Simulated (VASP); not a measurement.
# Ge (Fd-3m) in VASP: single point with PBE

Aim: the single point of Ge with PBE.

All numbers are computed with VASP 6.6.1; they aren't measurements. Logs are shortened: lines on timing, memory, paths and dates and some standing lists are left out, and cuts for length are marked.

**The experiment to reproduce.**

From “Temperature-dependent photoluminescence in Ge: experiment and theory”, 2020, arxiv:2003.00143, for a bulk crystal of Ge at 0 K: band gap 0.744 eV (indirect).

The runs below are set against these values where they give the same quantity.

### Step 1. The cell of the first run

The structure is cubic, space group Fd-3m (No. 227). The conventional cell has a = 5.761 Å, b = 5.761 Å, c = 5.761 Å, α = 90.00°, β = 90.00°, γ = 90.00°. Within 3.3 Å of Ge (site symmetry -43m) lie 4 Ge at 2.49 Å.

### Step 2. Single point, PBE

Input file INCAR:

```
SYSTEM = Ge
  PREC = Accurate
  ENCUT = 520
  EDIFF = 1E-6
  ISMEAR = 0
  SIGMA = 0.1
  LREAL = Auto
  LASPH = .TRUE.
  NELM = 80
  ALGO = Normal
  ISIF = 2
  LWAVE = .FALSE.
  LCHARG = .FALSE.
  GGA = PE
  NBANDS = 246
```

Input file KPOINTS:

```
regular mesh
0
G
  3 3 3
  0 0 0
```

Input file POSCAR:

```
Ge
1.0
    5.7610728662     -5.7610728662     -5.7610728662
   -5.7610728662      5.7610728662     -5.7610728662
    5.7610728662      5.7610728662      5.7610728662
Ge
32
Direct
    0.0000000000      0.2500000000      0.7500000000
    0.0000000000      0.0000000000      0.0000000000
    0.7500000000      0.5000000000      0.7500000000
    0.0000000000      0.7500000000      0.2500000000
    0.7500000000      0.2500000000      0.0000000000
    0.0000000000      0.5000000000      0.5000000000
    0.7500000000      0.0000000000      0.2500000000
    0.5000000000      0.7500000000      0.7500000000
    0.5000000000      0.5000000000      0.0000000000
    0.7500000000      0.7500000000      0.5000000000
    0.2500000000      0.0000000000      0.7500000000
    0.5000000000      0.2500000000      0.2500000000
    0.5000000000      0.0000000000      0.5000000000
    0.2500000000      0.7500000000      0.0000000000
    0.2500000000      0.5000000000      0.2500000000
    0.2500000000      0.2500000000      0.5000000000
    0.7500000000      0.2500000000      0.2500000000
    0.7500000000      0.0000000000      0.5000000000
    0.5000000000      0.5000000000      0.2500000000
    0.7500000000      0.7500000000      0.7500000000
    0.5000000000      0.2500000000      0.5000000000
    0.7500000000      0.5000000000      0.0000000000
    0.5000000000      0.0000000000      0.7500000000
    0.2500000000      0.7500000000      0.2500000000
    0.2500000000      0.5000000000      0.5000000000
    0.5000000000      0.7500000000      0.0000000000
    0.0000000000      0.0000000000      0.2500000000
    0.2500000000      0.2500000000      0.7500000000
    0.2500000000      0.0000000000      0.0000000000
    0.0000000000      0.7500000000      0.5000000000
    0.0000000000      0.5000000000      0.7500000000
    0.0000000000      0.2500000000      0.0000000000
```

Potentials or basis: VASP PAW PBE potentials, release 64 (Ge_d).

On the command line:

```sh
$ cat potpaw_PBE.64/Ge_d/POTCAR > POTCAR
$ mpirun -np 1 vasp_std > vasp.out
```

OUTCAR:

```text
SYSTEM = Ge
   PREC = Accurate
   ENCUT = 520
   EDIFF = 1E-6
   ISMEAR = 0
   LREAL = Auto
   LASPH = .TRUE.
   NELM = 80
   ISIF = 2
   GGA = PE

 ion  position               nearest neighbor table
   1  0.000  0.250  0.750-  18 2.49  28 2.49  31 2.49  32 2.49
   2  0.000  0.000  0.000-  20 2.49  27 2.49  29 2.49  32 2.49
   3  0.750  0.500  0.750-  20 2.49  21 2.49  22 2.49  31 2.49
   4  0.000  0.750  0.250-  22 2.49  24 2.49  27 2.49  30 2.49
   5  0.750  0.250  0.000-  17 2.49  22 2.49  23 2.49  32 2.49
   6  0.000  0.500  0.500-  17 2.49  25 2.49  30 2.49  31 2.49
[... 24 lines left out ...]
  31  0.000  0.500  0.750-   1 2.49   3 2.49   6 2.49  14 2.49
  32  0.000  0.250  0.000-   1 2.49   2 2.49   5 2.49  15 2.49

  LATTYP: Found a body centered cubic cell.
 ALAT       =    11.5221457324

  Lattice vectors:

 A1 = (   5.7610728662,  -5.7610728662,  -5.7610728662)
 A2 = (  -5.7610728662,   5.7610728662,  -5.7610728662)
 A3 = (   5.7610728662,   5.7610728662,   5.7610728662)

Analysis of symmetry for initial positions (statically):
=====================================================================
 Subroutine PRICEL returns following result:

  LATTYP: Found a face centered cubic cell.
 ALAT       =     5.7610728662

  Lattice vectors:

 A1 = (  -2.8805364331,   2.8805364331,   0.0000000000)
 A2 = (  -2.8805364331,  -0.0000000000,   2.8805364331)
 A3 = (   0.0000000000,   2.8805364331,   2.8805364331)

  16 primitive cells build up your supercell.

 Routine SETGRP: Setting up the symmetry group for a
 body centered cubic supercell.

 Subroutine GETGRP returns: Found 48 space group operations
 (whereof 24 operations were pure point group operations)
 out of a pool of 48 trial point group operations.

The static configuration has the point symmetry T_d .
 The point group associated with its full space group is O_h .

Analysis of symmetry for dynamics (positions and initial velocities):
=====================================================================
 Subroutine PRICEL returns following result:

  LATTYP: Found a face centered cubic cell.
 ALAT       =     5.7610728662

  Lattice vectors:

 A1 = (  -2.8805364331,   2.8805364331,   0.0000000000)
 A2 = (  -2.8805364331,  -0.0000000000,   2.8805364331)
 A3 = (   0.0000000000,   2.8805364331,   2.8805364331)

  16 primitive cells build up your supercell.

 Routine SETGRP: Setting up the symmetry group for a
 body centered cubic supercell.

 Subroutine GETGRP returns: Found 48 space group operations
 (whereof 24 operations were pure point group operations)
 out of a pool of 48 trial point group operations.

The dynamic configuration has the point symmetry T_d .
 The point group associated with its full space group is O_h .

 Subroutine INISYM returns: Found 48 space group operations
 (whereof 24 operations are pure point group operations),
 and found    16 'primitive' translations

----------------------------------------------------------------------------------------

                                     Primitive cell

  volume of cell :      47.8024

  direct lattice vectors                    reciprocal lattice vectors
    -2.880536433  2.880536433  0.000000000    -0.173578780  0.173578780 -0.173578780
    -2.880536433 -0.000000000  2.880536433    -0.173578780 -0.173578780  0.173578780
     0.000000000  2.880536433  2.880536433     0.173578780  0.173578780  0.173578780

  length of vectors
     4.073693691  4.073693691  4.073693691     0.300647266  0.300647266  0.300647266

  position of ions in fractional coordinates (direct lattice)
     0.000000000  0.000000000  1.000000000
     0.750000000  0.750000000  0.750000000

  ion indices of the primitive-cell ions
   primitive index   ion index
                 1           1
                 2          31

----------------------------------------------------------------------------------------

 KPOINTS: regular mesh

Automatic generation of k-mesh.
 Grid dimensions read from file:
 generate k-points for:    3    3    3

 Generating k-lattice:

  Cartesian coordinates                     Fractional coordinates (reciprocal lattice)
     0.028929797  0.000000000 -0.028929797     0.333333333  0.000000000  0.000000000
     0.000000000  0.028929797 -0.028929797     0.000000000  0.333333333  0.000000000
     0.028929797  0.028929797  0.000000000     0.000000000  0.000000000  0.333333333

  Length of vectors
     0.040912911  0.040912911  0.040912911

  Shift w.r.t. Gamma in fractional coordinates (k-lattice)
     0.000000000  0.000000000  0.000000000

 Subroutine IBZKPT returns following result:
 ===========================================

 Found      4 irreducible k-points:

 Following reciprocal coordinates:
            Coordinates               Weight
  0.000000  0.000000  0.000000      1.000000
  0.333333  0.000000  0.000000     12.000000
  0.333333  0.333333  0.000000      8.000000
 -0.333333  0.333333  0.333333      6.000000
   k-points           NKPTS =      4   k-points in BZ     NKDIM =      4   number of bands    NBANDS=    246
   number of dos      NEDOS =    301   number of ions     NIONS =     32
   total plane-waves  NPLWV = 512000
   dimension x,y,z NGX =    80 NGY =   80 NGZ =   80
   dimension x,y,z NGXF=   160 NGYF=  160 NGZF=  160
   ions per type =              32
   NGX,Y,Z   is equivalent  to a cutoff of  13.33, 13.33, 13.33 a.u.
   NGXF,Y,Z  is equivalent  to a cutoff of  26.66, 26.66, 26.66 a.u.
 SYSTEM =  Ge
   PREC   = accura    normal or accurate (medium, high low for compatibility)
   ISTART =      0    job   : 0-new  1-cont  2-samecut
   ICHARG =      2    charge: 1-file 2-atom 10-const
   ISPIN  =      1    spin polarized calculation?
   LNONCOLLINEAR =      F non collinear calculations
   LSORBIT =      F    spin-orbit coupling
   LASPH  =      T    aspherical Exc in radial PAW
   ENCUT  =  520.0 eV  38.22 Ry    6.18 a.u.  18.55 18.55 18.55*2*pi/ulx,y,z
   NELM   =     80;   NELMIN=  2; NELMDL= -5     # of ELM steps
   EDIFF  = 0.1E-05   stopping-criterion for ELM
   LREAL  =      T    real-space projection
   EDIFFG = 0.1E-04   stopping-criterion for IOM
   NSW    =      0    number of steps for IOM
   IBRION =     -1    ionic relax: 0-MD 1-quasi-New 2-CG
   NFREE  =      0    steps in history (QN), initial steepest desc. (CG)
   ISIF   =      2    stress and relaxation
   ISYM   =      2    0-nonsym 1-usesym 2-fastsym
   POTIM  = 0.5000    time-step for ionic-motion
   TEBEG  =    0.0;   TEEND  =   0.0 temperature during run
   PSTRESS=    0.0 pullay stress
   NELECT =     448.0000    total number of electrons
   NUPDOWN=      -1.0000    fix difference up-down
   EMIN   =  10.00;   EMAX   =-10.00  energy-range for DOS
   EFERMI =   0.00;   METHOD = LEGACY
   ISMEAR =     0;   SIGMA  =   0.10  broadening in eV -4-tet -1-fermi 0-gaus
   EFERMI_NEDOS =   21; number of points for ismear=-14 and -15
   IALGO  =     38    algorithm
   IMIX   =      4    mixing-type and parameters
     AMIX     =   0.40;   BMIX     =  1.00
     AMIX_MAG =   1.60;   BMIX_MAG =  1.00
  volume/ion in A,a.u.               =      23.90       161.29
  Fermi-wavevector in a.u.,A,eV,Ry     =   1.369759  2.588469 25.527788  1.876239
  Thomas-Fermi vector in A             =   2.495606
   LORBIT       =      0    0 simple, 1 ext, 2 COOP (PROOUT), +10 PAW based schemes
   GGA     = PE    functional components
   LHFCALC =     F    Hartree Fock is set to
   AEXX    =    0.0000 exact exchange contribution
   IVDW    =     0    specifies the selected vdW correction
   LEPSILON=     F    determine dielectric tensor
   LRPA    =     F    only Hartree local field effects (RPA)
 non-spin polarized calculation
 Gauss-broadening in eV      SIGMA  =   0.10
  energy-cutoff  :      520.00
  volume of cell :      764.84
 maximum number of plane-waves:     20785
 NGX is ok and might be reduce to    80
   NGX = 37   NGY = 37   NGZ = 37

 number of electron     448.0000052 magnetization

 Free energy of the ion-electron system (eV)
  ---------------------------------------------------
  ext. energy  EPLUGINS =         0.00000000
  ---------------------------------------------------
  free energy    TOTEN  =      -144.57767237 eV

  energy without entropy =     -144.57114705  energy(sigma->0) =     -144.57440971

 E-fermi :   4.5110     XC(G=0):  -9.6698

 val. band max:        4.4782263031   @ k =   0.0000   0.0000   0.0000
 cond. band min:       4.7235645730   @ k =   0.3333   0.3333   0.0000
 fundamental gap:      0.2453382700
 Fermi energy:         4.5109699663

 k-point     1 :       0.0000    0.0000    0.0000
  band No.  band energies     occupation
      1     -20.3027      2.00000
      2     -20.3027      2.00000
      3     -20.3027      2.00000
      4     -20.3027      2.00000
      5     -20.3027      2.00000
      6     -20.3027      2.00000
[... 228 lines left out ...]
    235       6.3292      0.00000
    236       6.3292      0.00000

 k-point     2 :       0.3333    0.0000    0.0000
  band No.  band energies     occupation
      1     -20.3122      2.00000
      2     -20.3069      2.00000
      3     -20.3066      2.00000
      4     -20.3066      2.00000
      5     -20.3066      2.00000
      6     -20.3066      2.00000
[... 228 lines left out ...]
    235       6.2203      0.00000
    236       6.2203      0.00000

 k-point     3 :       0.3333    0.3333    0.0000
  band No.  band energies     occupation
      1     -20.3092      2.00000
      2     -20.3092      2.00000
      3     -20.3092      2.00000
      4     -20.3092      2.00000
      5     -20.3092      2.00000
      6     -20.3092      2.00000
[... 228 lines left out ...]
    235       6.2554      0.00000
    236       6.2554      0.00000

 k-point     4 :      -0.3333    0.3333    0.3333
  band No.  band energies     occupation
      1     -20.3107      2.00000
      2     -20.3107      2.00000
      3     -20.3107      2.00000
      4     -20.3107      2.00000
      5     -20.3062      2.00000
      6     -20.3062      2.00000
[... 228 lines left out ...]
    235       6.4317      0.00000
    236       6.9118      0.00000
 [bands above 236 left out]

------------------------ aborting loop because EDIFF is reached ----------------------------------------

  FORCE on cell =-STRESS in cart. coord.  units (eV):
  Direction    XX          YY          ZZ          XY          YZ          ZX
  --------------------------------------------------------------------------------------
  -------------------------------------------------------------------------------------
  Total       -0.0616622     -0.0616622     -0.0616622      0.0000000      0.0000000      0.0000000
  in kB       -0.1291693     -0.1291693     -0.1291693      0.0000000      0.0000000      0.0000000
  external PRESSURE =      -0.1291693 kB  Pullay stress =       0.0000000 kB

 VOLUME and BASIS-vectors are now :
 -----------------------------------------------------------------------------
  energy-cutoff  :      520.00
  volume of cell :      764.84
      direct lattice vectors                 reciprocal lattice vectors
     5.761072866 -5.761072866 -5.761072866     0.086789390  0.000000000 -0.086789390
    -5.761072866  5.761072866 -5.761072866     0.000000000  0.086789390 -0.086789390
     5.761072866  5.761072866  5.761072866     0.086789390  0.086789390  0.000000000

 POSITION                                       TOTAL-FORCE (eV/Angst)
 -----------------------------------------------------------------------------------
      2.88054      5.76107      2.88054        -0.000000     -0.000000     -0.000000
      0.00000      0.00000      0.00000        -0.000000     -0.000000     -0.000000
      5.76107      2.88054     -2.88054         0.000000     -0.000000     -0.000000
     -2.88054      5.76107     -2.88054        -0.000000     -0.000000     -0.000000
      2.88054     -2.88054     -5.76107         0.000000     -0.000000     -0.000000
      0.00000      5.76107      0.00000         0.000000     -0.000000     -0.000000
[... 24 lines left out ...]
      1.44027      7.20134      1.44027        -0.000000      0.000000      0.000000
     -1.44027      1.44027     -1.44027        -0.000000      0.000000      0.000000
 -----------------------------------------------------------------------------------
    total drift:                               -0.000000     -0.000000     -0.000000

  FREE ENERGIE OF THE ION-ELECTRON SYSTEM (eV)
  ---------------------------------------------------
  free  energy   TOTEN  =      -144.5776723746 eV

  energy  without entropy=     -144.5711470513  energy(sigma->0) =     -144.57440971
```

Wall time 23 min (1 thread of Intel Xeon Platinum 8488C (Sapphire Rapids), shared host); peak memory 1.2 GiB.

What came out:

```
Free energy            : -144.5777 eV
Pressure               : 0.0 GPa
Band gap on the k mesh : zero (filled and empty bands touch)
```

Levels at points of the mesh, in eV from the Fermi level:
| k point | band 221 | band 222 | band 223 | band 224 | band 225 | band 226 | band 227 | band 228 |
| --- | --- | --- | --- | --- | --- | --- | --- | --- |
| (0.00, 0.00, 0.00) | -1.45 | -0.48 | -0.03 | -0.03 | -0.03 | 0.79 | 0.79 | 0.79 |

Caveat: semilocal functionals underestimate gaps, and a narrow one can read as zero.

### Step 3. How close it comes

Step 2. A measured gap of Ge is 0.744 eV (indirect; 0 K; “Temperature-dependent photoluminescence in Ge: experiment and theory”, 2020, arxiv:2003.00143); the calculated 0.00 eV misses it by -0.74 eV. 3 values of this kind are on record (0.666 to 0.807 eV); this one was drawn at random among those near their median. Spin-orbit coupling on Ge is left out. The value is that of PBE on a finite k mesh, which can miss the band edges, without temperature or zero-point motion. Semilocal functionals fall short of measured gaps as a rule.

The gap in the log of VASP goes by the Fermi energy; the results here count the filled bands.